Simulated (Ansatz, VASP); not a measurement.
## Al in VASP and in Ansatz

```xyz
4
Lattice="2.8143 0.0000 0.0000 -1.4071 2.4372 0.0000 0.0000 0.0000 9.0572" Properties=species:S:1:pos:R:3 pbc="T T T"
Al    0.0000    0.0000    0.0000
Al    0.0000    1.6248    2.2643
Al    0.0000    0.0000    4.5286
Al    1.4071    0.8124    6.7929
```

Alike in both runs: task single point; functional PBE; dispersion D3(BJ); k mesh 18 × 18 × 6; occupations gaussian, width 0.15 eV; no spin polarisation.

|  | VASP | Ansatz |
| --- | --- | --- |
| version | VASP 6.6.1 | Ansatz 0.2.0 |
| potentials or method | VASP PAW PBE potentials, release 64 (Al), cutoff 520 eV | scalar-relativistic, plane waves, PAW |
| valence electrons in the cell | 12 | 12 |

|  | VASP | Ansatz | Ansatz less VASP |
| --- | --- | --- | --- |
| gap on the k mesh at the Fermi level (eV) | none | none | - |
| pressure (GPa) | 1.8 | 1.8 | 0.00 |
| traceless stress, the component that is largest in VASP (GPa) | 1.46 | 1.46 | -0.003 |

A gap of «none» marks a metal or a gap that the smearing closes.
